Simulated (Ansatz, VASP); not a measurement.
## One calculation of WC, two programs

File INCAR:

```
SYSTEM = WC
PREC     = Accurate       ! precision mode
ENCUT    = 600            ! plane-wave cutoff, eV
EDIFF    = 1E-6           ! SCF threshold, eV
ISMEAR   = 0              ! smearing method
SIGMA    = 0.1            ! smearing width, eV
LREAL    = .FALSE.        ! projectors in reciprocal space
LASPH    = .TRUE.         ! aspherical terms in the spheres
NELM     = 120            ! most SCF steps
ALGO     = Normal         ! electronic algorithm
ISIF     = 2              ! what is computed and relaxed
LWAVE    = .FALSE.        ! write WAVECAR
LCHARG   = .FALSE.        ! write CHGCAR
GGA      = PE             ! functional
NBANDS   = 16             ! bands
GGA_COMPAT= .FALSE.
```

Contents of KPOINTS:

```
Automatic mesh
0
G
  6 6 6
  0 0 0
```

File POSCAR:

```
WC
1.0
    1.5346471295      0.8860289333      2.5736314289
   -1.5346471295      0.8860289333      2.5736314289
    0.0000000000     -1.7720578667      2.5736314289
W C
1 1
Direct
    0.0000000000      0.0000000000      0.0000000000
    0.5000000000      0.5000000000      0.5000000000
```

Input for Ansatz:

```yaml
crystal:
  lattice:
    - [1.5346471295, 0.8860289333, 2.5736314289]
    - [-1.5346471295, 0.8860289333, 2.5736314289]
    - [0.0, -1.7720578667, 2.5736314289]
  atoms:
    - { symbol: W, position: [0.0, 0.0, 0.0] }
    - { symbol: C, position: [0.5, 0.5, 0.5] }
basis:
  ecutwfc: 420
kpoints:
  mp_grid: { grid: [6, 6, 6] }
hamiltonian:
  xc: pbe
scf:
  occupations: { method: gaussian, width: 0.1 }
  lower_state_search: "off"
output:
  forces: true
  stress: true
  eigenvalues: true
```

Change from the starting cell: species swapped into the HgS type (P3_221, No. 154).

Alike in both runs: task single point; functional PBE; k mesh 6 × 6 × 6; occupations gaussian, width 0.1 eV; no spin polarisation.

|  | VASP | Ansatz |
| --- | --- | --- |
| version | VASP 6.6.1 | Ansatz 0.2.0 |
| potentials or method | VASP PAW PBE potentials, release 64 (W_sv, C), cutoff 600 eV | scalar-relativistic, plane waves, PAW |
| valence electrons in the cell | 18 | 18 |

```tsv
	VASP	Ansatz	Ansatz less VASP
gap on the k mesh at the Fermi level (eV)	none	none	-
pressure (GPa)	1.7	0.9	-0.83
traceless stress, the component that is largest in VASP (GPa)	-2.14	-2.16	-0.023
```

A gap of «none» marks a metal or a gap that the smearing closes. With one functional, cell and mesh, what is left measures potentials, basis and numerics.

The k mesh is coarse, so the values compare programs but aren't converged. Neither program's run includes spin-orbit coupling.
